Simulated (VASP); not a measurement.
Input of a VASP 6.6.1 run:

File INCAR:

```
PREC     = Accurate       # precision mode
ENCUT    = 520            # plane-wave cutoff, eV
EDIFF    = 1E-7           # SCF threshold, eV
ISMEAR   = 0              # smearing method
SIGMA    = 0.05           # smearing width, eV
LREAL    = False          # projectors in reciprocal space
LASPH    = True           # aspherical terms in the spheres
NELM     = 100            # most SCF steps
ALGO     = Normal         # electronic algorithm
ISIF     = 2              # what is computed and relaxed
LWAVE    = False          # write WAVECAR
LCHARG   = False          # write CHGCAR
NBANDS   = 31             # bands
```

File KPOINTS:

```
Automatic mesh
0
Gamma
  6 6 8
```

POSCAR

```
HfO2
1.0
    4.4595677673      0.1775524761      0.0519289111
    0.1775524761      4.6393544109     -0.0760000269
    0.0345803659     -0.0506097409      3.1859268480
Hf O
2 4
Direct
   -0.0047438973      0.0052322308      0.0196682609
    0.5351942795      0.4685551990      0.4897677472
    0.1725394752      0.7864601943      0.4908797757
    0.3354531339      0.3075034623     -0.0489738805
    0.6617545848      0.6923169614      0.0232798969
    0.7998024239      0.2399319522      0.5253781997
```

Potentials or basis: VASP PAW LDA potentials, release 64 (Hf_pv, O).

Launch:

```bash
$ cat potpaw_LDA.64/Hf_pv/POTCAR potpaw_LDA.64/O/POTCAR > POTCAR
$ mpirun -np 1 vasp_std > vasp.out
```

Problem. Predict the band gap on the k mesh.

Solution. 3.05 eV.

Problem. What does it give for the pressure?

Solution. 54.1 GPa.

Forces on the atoms (eV/Å):
```
Hf    1.821  -2.519  -0.779
Hf  -19.693  18.485  -2.758
O    -2.047   2.205   0.499
O    -3.568  -3.603   3.098
O     2.864   3.575  -1.928
O    20.624 -18.143   1.868
```

Caveat: the cell differs from its parent crystal (atoms moved at random and the cell strained at random); the stress differs along the axes, from 25 to 75 GPa; spin-orbit coupling is left out, which moves the levels of the heavy elements; forces of over 1 eV/Å act on the atoms, so gaps and moduli don't describe the material at rest. A k mesh can miss the band edges.
